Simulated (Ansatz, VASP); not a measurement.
One calculation of LiGaO, two programs

```
CELL_PARAMETERS angstrom
3.74050 0.00000 0.00000
-1.87025 3.23937 0.00000
0.00000 0.00000 6.31924
ATOMIC_POSITIONS crystal
Li 0.00000 0.00000 0.00000
Li 0.00000 0.00000 0.50000
Ga 0.33333 0.66667 0.50000
Ga 0.66667 0.33333 0.50000
O 0.33333 0.66667 0.00000
O 0.66667 0.33333 0.00000
```

Alike in both runs: task single point; functional PBE; k mesh 6 × 6 × 4; occupations gaussian, width 0.1 eV; collinear spin.

|  | VASP | Ansatz |
| --- | --- | --- |
| version | VASP 6.6.1 | Ansatz 0.2.0 |
| potentials or method | VASP PAW PBE potentials, release 64 (Li_sv, Ga_d, O), cutoff 520 eV | scalar-relativistic, plane waves, PAW |
| valence electrons in the cell | 44 | 44 |

Ansatz gave:

```
gap on the k mesh at the Fermi level (eV)                     : none
net moment per atom (μB)                                      : 0.13
size of the moment on the site where the two differ most (μB) : 0.37
```

**Question.** What did VASP give for the same quantities?

**Answer.** gap on the k mesh at the Fermi level (eV): none; net moment per atom (μB): 0.13; size of the moment on the site where the two differ most (μB): 0.33.

Site moments also hang on the region over which each program counts them. A gap of «none» marks a metal or a gap that the smearing closes. The functional is the same, so the differences come from potentials, cutoffs and numerics.

Noted on VASP's run: the cutoff is under 1.25 times that of the potentials, so the pressure is a little rough.
